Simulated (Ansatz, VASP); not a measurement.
## As2F3 in VASP and in Ansatz

```
As F
1.0
     3.80311    0.00000    0.00000
    -1.90156    3.29359    0.00000
     0.00000    0.00000    6.62182
As F
2 3
Direct
  0.33333 0.66667 0.16748
  0.66667 0.33333 0.83252
  0.00000 0.00000 0.00000
  0.33333 0.66667 0.70706
  0.66667 0.33333 0.29294
```

Alike in both runs: functional PBE; k mesh 12 × 12 × 6; occupations gaussian, width 0.1 eV; no spin polarisation.

Ansatz relaxed the structure, and its values are those at the end. VASP's run is a single point on that final structure, the one shown.

|  | VASP | Ansatz |
| --- | --- | --- |
| version | VASP 6.6.1 | Ansatz 0.2.0 |
| potentials or method | VASP PAW PBE potentials, release 64 (As, F), cutoff 520 eV | scalar-relativistic, plane waves, PAW |
| valence electrons in the cell | 31 | 51 |

```tsv
	VASP	Ansatz	Ansatz less VASP
gap on the k mesh at the Fermi level (eV)	none	none	-
pressure (GPa)	-0.3	0.0	+0.32
```

A gap of «none» marks a metal or a gap that the smearing closes. The functional is the same, so the differences come from potentials, cutoffs and numerics. VASP's potentials hold 31 valence electrons a cell and Ansatz's 51, so a difference there can come from the potentials and not from the codes.
